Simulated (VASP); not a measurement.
Crystal: C.

```
C
1.0
     2.46400    0.00000    0.00000
    -1.23200    2.13389    0.00000
     0.00000    0.00000    6.71100
C
4
Direct
  0.00000 0.00000 0.25000
  0.00000 0.00000 0.75000
  0.33333 0.66667 0.25000
  0.66667 0.33333 0.75000
```

| Property | Result |
| --- | --- |
| Program | VASP 6.6.1 |
| Task | relaxation of cell and atoms |
| Functional | revPBE |
| Potentials or basis | VASP PAW PBE potentials, release 64 (C) |
| Cutoff | 600 eV |
| k mesh | 8 × 8 × 3 |
| Occupations | fermi-dirac, width 0.05 eV |
| Spin | no spin polarisation |

At the start: pressure 4.7 GPa; volume 8.82 Å³/atom.

Q: How do energy, volume and symmetry change on relaxing?

A: Over 11 steps the energy falls by 26.8 meV/atom and the volume is 11.01 Å³/atom (+24.9 %); space group P6_3/mmc (No. 194, to 0.05 Å).

The path:
```csv
step,energy change (eV),largest force (eV/Å),pressure (GPa),volume (Å³)
1,0.0000,0.0000,4.74,35.29
2,0.0033,0.0000,-5.20,36.63
3,-0.0089,0.0000,0.00,35.90
4,-0.0242,0.0000,0.00,36.47
5,-0.0595,0.0000,0.13,38.16
6,-0.0989,0.0000,0.48,41.55
7,-0.0664,0.0000,0.15,48.28
8,-0.1061,0.0000,0.57,43.08
9,-0.1071,0.0000,0.59,43.92
10,-0.0877,0.0000,-5.36,45.38
11,-0.1074,0.0000,0.00,44.06
```

Final structure:
```cif
data_structure
_symmetry_space_group_name_H-M 'P 1'
_symmetry_Int_Tables_number 1
_cell_length_a 2.4748
_cell_length_b 2.4748
_cell_length_c 8.3066
_cell_angle_alpha 90.000
_cell_angle_beta 90.000
_cell_angle_gamma 120.000
_cell_volume 44.06
loop_
_atom_site_label
_atom_site_type_symbol
_atom_site_fract_x
_atom_site_fract_y
_atom_site_fract_z
_atom_site_occupancy
C1 C 0.00000 0.00000 0.25000 1
C2 C 0.00000 0.00000 0.75000 1
C3 C 0.33333 0.66667 0.25000 1
C4 C 0.66667 0.33333 0.75000 1
```

Caveat: the volume moved by over 15 % at a fixed basis, so the end points are rough; the PAW data sets were made with another functional, which shifts forces and pressure a little; this functional lacks dispersion, which binds the layers, so the pressure and a relaxed spacing across them are unreliable; the volume moved by +25 % from the deposited cell, more than functionals usually miss.
